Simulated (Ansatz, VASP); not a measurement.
**Zn: VASP beside Ansatz**

INCAR

```
PREC = Accurate
ENCUT = 520
EDIFF = 1E-6
ISMEAR = -1
SIGMA = 0.05
LREAL = False
LASPH = True
NELM = 60
ALGO = Normal
ISIF = 2
LWAVE = False
LCHARG = True
GGA = PE
LELF = True
LVHAR = True
NBANDS = 19
```

KPOINTS

```
regular mesh
0
Gamma
  12 12 12
```

The input POSCAR:

```
Zn
1.0
    0.0000000000      2.9151411625      2.9151411625
    2.9151411625      0.0000000000      2.9151411625
    2.9151411625      2.9151411625      0.0000000000
Zn
2
Direct
   -0.1250000000     -0.1250000000     -0.1250000000
    0.1250000000      0.1250000000      0.1250000000
```

Input for Ansatz:

```yaml
crystal:
  lattice:
    - [0.0, 2.9151411625, 2.9151411625]
    - [2.9151411625, 0.0, 2.9151411625]
    - [2.9151411625, 2.9151411625, 0.0]
  atoms:
    - { symbol: Zn, position: [-0.125, -0.125, -0.125] }
    - { symbol: Zn, position: [0.125, 0.125, 0.125] }
kpoints:
  mp_grid: { grid: [12, 12, 12] }
  band_path:
    path:
      - [0.0, 0.0, 0.0]
      - [0.5, 0.0, 0.5]
      - [0.625, 0.25, 0.625]
      - [0.375, 0.375, 0.75]
      - [0.0, 0.0, 0.0]
      - [0.5, 0.5, 0.5]
      - [0.5, 0.25, 0.75]
      - [0.5, 0.0, 0.5]
    npoints: 8
scf:
  occupations: { method: fermi_dirac, width: 0.05 }
hamiltonian:
  xc: pbe
  pseudopotentials: { kind: paw }
output:
  forces: true
  stress: true
  eigenvalues: true
  populations: true
  dos: { projected: true, de: 0.2, e_range: [-14, 8] }
```

Change from the starting cell: volume scaled by 1, PAW files.

Alike in both runs: task single point; functional PBE; k mesh 12 × 12 × 12; occupations fermi-dirac, width 0.05 eV; no spin polarisation.

```csv
,VASP,Ansatz
version,VASP 6.6.1,Ansatz 0.2.0
potentials or method,"VASP PAW PBE potentials, release 64 (Zn)","PAW with Ansatz's default frozen-core files, scalar-relativistic"
plane-wave cutoff (eV),520,420
valence electrons in the cell,24,24
```

|  | VASP | Ansatz | Ansatz less VASP |
| --- | --- | --- | --- |
| pressure (GPa) | 0.1 | 0.0 | -0.12 |
